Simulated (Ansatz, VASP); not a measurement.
Si5C in VASP and in Ansatz

```
Si C
1.0
     0.00000    3.50545    3.50545
     3.50545    0.00000    3.50545
     3.50545    3.50545    0.00000
Si C
5 1
Direct
  0.25000 0.25000 0.25000
  0.62543 0.62543 0.62543
  0.12371 0.62543 0.62543
  0.62543 0.62543 0.12371
  0.62543 0.12371 0.62543
  0.00000 0.00000 0.00000
```

Change from the starting cell: species swapped into the ZrNi5 type (F-43m, No. 216).

Alike in both runs: functional PBE; k mesh 10 × 10 × 10; occupations gaussian, width 0.1 eV; no spin polarisation.

Ansatz relaxed the structure, and its values are those at the end. VASP's run is a single point on that final structure, the one shown.

|  | VASP | Ansatz |
| --- | --- | --- |
| version | VASP 6.6.1 | Ansatz 0.2.0 |
| potentials or method | VASP PAW PBE potentials, release 64 (Si, C), cutoff 520 eV | scalar-relativistic, plane waves, PAW |
| valence electrons in the cell | 24 | 24 |

```csv
,VASP,Ansatz,Ansatz less VASP
gap on the k mesh at the Fermi level (eV),none,none,-
pressure (GPa),0.0,0.0,+0.05
```

A gap of «none» marks a metal or a gap that the smearing closes.
